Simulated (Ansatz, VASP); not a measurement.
# Al9N in VASP and in Ansatz

File INCAR:

```
PREC = Accurate ; ENCUT = 520
EDIFF = 1E-7 ; ISMEAR = 0
SIGMA = 0.1 ; LREAL = Auto
LASPH = True ; NELM = 60
ALGO = Normal ; ISIF = 2
LWAVE = False ; LCHARG = False
LDIPOL = True ; IDIPOL = 3
DIPOL = 0.5 0.5 0.299 ; GGA = PE
NBANDS = 48
```

KPOINTS

```
Automatic mesh
0
Gamma
  5 3 1
```

File POSCAR:

```
Al9N
1.0
    5.7070863110      0.0000000000      0.0000000000
   -1.4267715777      9.7014842372      0.0000000000
    0.0000000000      0.0000000000     22.7903703877
Al N
18 2
Direct
    0.2662216041      0.0648864163      0.1755127245
    0.7662216041      0.0648864163      0.1755127245
    0.3354806058      0.3419224231      0.2192029851
    0.8354806058      0.3419224231      0.2192029851
    0.1493324061      0.5973296244      0.2279410371
    0.6493324061      0.5973296244      0.2279410371
    0.4631842064      0.8527368258      0.2366790893
    0.9631842064      0.8527368258      0.2366790893
    0.0319772075      0.1277109158      0.2808262501
    0.5319772075      0.1277109158      0.2808262501
    0.0997917578      0.4042231245      0.3301071117
    0.5997917578      0.4042231245      0.3301071117
    0.4144000538      0.6596656467      0.3369822073
    0.9144000538      0.6596656467      0.3369822073
    0.2263076930      0.9110819227      0.3449259125
    0.7263076930      0.9110819227      0.3449259125
    0.2962427187      0.1814071959      0.3857054641
    0.7962427187      0.1814071959      0.3857054641
    0.3799362750      0.9110819227      0.4488900449
    0.5726791109      0.9110819227      0.4488900449
```

Input for Ansatz:

```yaml
crystal:
  lattice:
    - [5.707086311, 0.0, 0.0]
    - [-1.4267715777, 9.7014842372, 0.0]
    - [0.0, 0.0, 22.7903703877]
  atoms:
    - { symbol: Al, position: [0.2662216041, 0.0648864163, 0.1755127245] }
    - { symbol: Al, position: [0.7662216041, 0.0648864163, 0.1755127245] }
    - { symbol: Al, position: [0.3354806058, 0.3419224231, 0.2192029851] }
    - { symbol: Al, position: [0.8354806058, 0.3419224231, 0.2192029851] }
    - { symbol: Al, position: [0.1493324061, 0.5973296244, 0.2279410371] }
    - { symbol: Al, position: [0.6493324061, 0.5973296244, 0.2279410371] }
    - { symbol: Al, position: [0.4631842064, 0.8527368258, 0.2366790893] }
    - { symbol: Al, position: [0.9631842064, 0.8527368258, 0.2366790893] }
    - { symbol: Al, position: [0.0319772075, 0.1277109158, 0.2808262501] }
    - { symbol: Al, position: [0.5319772075, 0.1277109158, 0.2808262501] }
    - { symbol: Al, position: [0.0997917578, 0.4042231245, 0.3301071117] }
    - { symbol: Al, position: [0.5997917578, 0.4042231245, 0.3301071117] }
    - { symbol: Al, position: [0.4144000538, 0.6596656467, 0.3369822073] }
    - { symbol: Al, position: [0.9144000538, 0.6596656467, 0.3369822073] }
    - { symbol: Al, position: [0.226307693, 0.9110819227, 0.3449259125] }
    - { symbol: Al, position: [0.726307693, 0.9110819227, 0.3449259125] }
    - { symbol: Al, position: [0.2962427187, 0.1814071959, 0.3857054641] }
    - { symbol: Al, position: [0.7962427187, 0.1814071959, 0.3857054641] }
    - { symbol: "N", position: [0.379936275, 0.9110819227, 0.4488900449] }
    - { symbol: "N", position: [0.5726791109, 0.9110819227, 0.4488900449] }
basis:
  ecutwfc: 420
kpoints:
  mp_grid: { grid: [5, 3, 1] }
hamiltonian:
  xc: pbe
  pseudopotentials: { kind: paw, azcp: { folder: soft_1 } }
scf:
  occupations: { method: gaussian, width: 0.1 }
output:
  forces: true
  eigenvalues: true
efield:
  axis: 3
  dipole_correction: true
  ramp_width: 0.04
```

Alike in both runs: task single point; functional PBE; k mesh 5 × 3 × 1; occupations gaussian, width 0.1 eV; no spin polarisation.

```csv
,VASP,Ansatz
version,VASP 6.6.1,Ansatz 0.2.0
potentials or method,"VASP PAW PBE potentials, release 64 (Al, N), cutoff 520 eV","scalar-relativistic, plane waves, PAW"
valence electrons in the cell,64,64
```

Ansatz gave:

* gap on the k mesh at the Fermi level (eV): none
* rms of the force components (eV/Å): 0.604

**Question.** Estimate VASP's values.

**Answer.** gap on the k mesh at the Fermi level (eV): none; rms of the force components (eV/Å): 0.927.

Atom by atom the forces differ by 0.333 eV/Å (rms over components). A gap of «none» marks a metal or a gap that the smearing closes.

Noted on VASP's run: the standard files for N, O and F lose accuracy on very short bonds.
